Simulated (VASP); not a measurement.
Here is a VASP 6.6.1 calculation.

File POSCAR:

```
AgI
1.0
    0.0000000000      3.2247518254      3.2247518254
    3.2247518254      0.0000000000      3.2247518254
    3.2247518254      3.2247518254      0.0000000000
Ag I
1 1
Direct
    0.0000000000      0.0000000000      0.0000000000
    0.7500000000      0.7500000000      0.7500000000
```

Contents of INCAR.step1:

```
PREC = Accurate
ENCUT = 550
ISMEAR = 0
SIGMA = 0.01
LREAL = F
LASPH = T
NELM = 120
NBANDS = 16
GGA = PE
ALGO = Normal
EDIFF = 1E-5
LWAVE = T
LCHARG = F
GGA_COMPAT = F
```

The input INCAR.step2:

```
PREC = Accurate
ENCUT = 550
EDIFF = 1E-6
ISMEAR = 0
SIGMA = 0.01
LREAL = F
LASPH = T
NELM = 120
ALGO = Normal
ISIF = 2
LWAVE = F
LCHARG = F
METAGGA = R2SCAN
LMIXTAU = T
NBANDS = 16
ISTART = 1
GGA_COMPAT = F
```

File KPOINTS:

```
regular mesh
0
Gamma
  8 8 8
```

Potentials or basis: VASP PAW PBE potentials, release 64 (Ag, I).

Run with:

```bash
$ cat potpaw_PBE.64/Ag/POTCAR potpaw_PBE.64/I/POTCAR > POTCAR
$ cp INCAR.step1 INCAR
$ mpirun -np 1 vasp_std > vasp.out
$ cp INCAR.step2 INCAR
$ mpirun -np 1 vasp_std > vasp.out
```

**Question.** Predict the band gap on the k mesh.

**Answer.** 1.79 eV.

**Question.** Estimate the pressure.

**Answer.** 1.9 GPa.

Caveat: the PAW data sets were made with another functional, which shifts forces and pressure a little; spin-orbit coupling is left out, which moves the levels of the heavy elements.
